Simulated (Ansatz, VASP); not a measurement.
## Two plane-wave programs on C

INCAR

```
SYSTEM = C
PREC = Accurate
ENCUT = 520
EDIFF = 1E-6
ISMEAR = 0
SIGMA = 0.03
LREAL = .FALSE.
LASPH = .TRUE.
NELM = 100
ALGO = Normal
ISIF = 2
LWAVE = .FALSE.
LCHARG = .FALSE.
GGA = PS
IVDW = 12
NBANDS = 11
```

File KPOINTS:

```
regular mesh
0
G
  18 18 18
  0 0 0
```

The input POSCAR:

```
C
1.0
    0.0000000000      2.1912093866      3.6370865643
    1.2659326610      0.0000000000      3.6370865643
    1.2659326610      2.1912093866      0.0000000000
C
2
Direct
    0.1667066167      0.8332933833      0.1667066167
    0.8332933833      0.1667066167      0.8332933833
```

Input for Ansatz:

```yaml
crystal:
  lattice:
    - [0.0, 2.1912093866, 3.6370865643]
    - [1.265932661, 0.0, 3.6370865643]
    - [1.265932661, 2.1912093866, 0.0]
  atoms:
    - { symbol: C, position: [0.1667066167, 0.8332933833, 0.1667066167] }
    - { symbol: C, position: [0.8332933833, 0.1667066167, 0.8332933833] }
basis:
  ecutwfc: 520.0
kpoints:
  mp_grid: { grid: [18, 18, 18] }
hamiltonian:
  xc: pbesol
  pseudopotentials: { kind: paw, azcp: { folder: soft_1 } }
  dispersion: d3bj
scf:
  occupations: { method: gaussian, width: 0.03 }
output:
  forces: true
  stress: true
  eigenvalues: true
```

Change from the starting cell: volume 10.089 Å^3 an atom, stretch along c over the lengths across it, relative to the relaxed cell 1.0625.

Alike in both runs: task single point; functional PBEsol; dispersion D3(BJ); k mesh 18 × 18 × 18; occupations gaussian, width 0.03 eV; no spin polarisation.

|  | VASP | Ansatz |
| --- | --- | --- |
| version | VASP 6.6.1 | Ansatz 0.2.0 |
| potentials or method | VASP PAW PBE potentials, release 64 (C), cutoff 520 eV | scalar-relativistic, plane waves, PAW |
| valence electrons in the cell | 8 | 8 |

|  | VASP | Ansatz | Ansatz less VASP |
| --- | --- | --- | --- |
| gap on the k mesh at the Fermi level (eV) | 0.05 | 0.05 | 0.000 |
| least direct gap on the mesh (eV) | 0.10 | 0.10 | 0.000 |
| pressure (GPa) | -20.5 | -21.1 | -0.57 |
| traceless stress, the component that is largest in VASP (GPa) | 18.81 | 19.45 | +0.637 |
| rms of the force components (eV/Å) | 0.004 | 0.004 | +0.0001 |

VASP's potentials were made for PBE, not for PBEsol, and Ansatz warns of the same on its side. Atom by atom the forces differ by 0.000 eV/Å (rms over components).
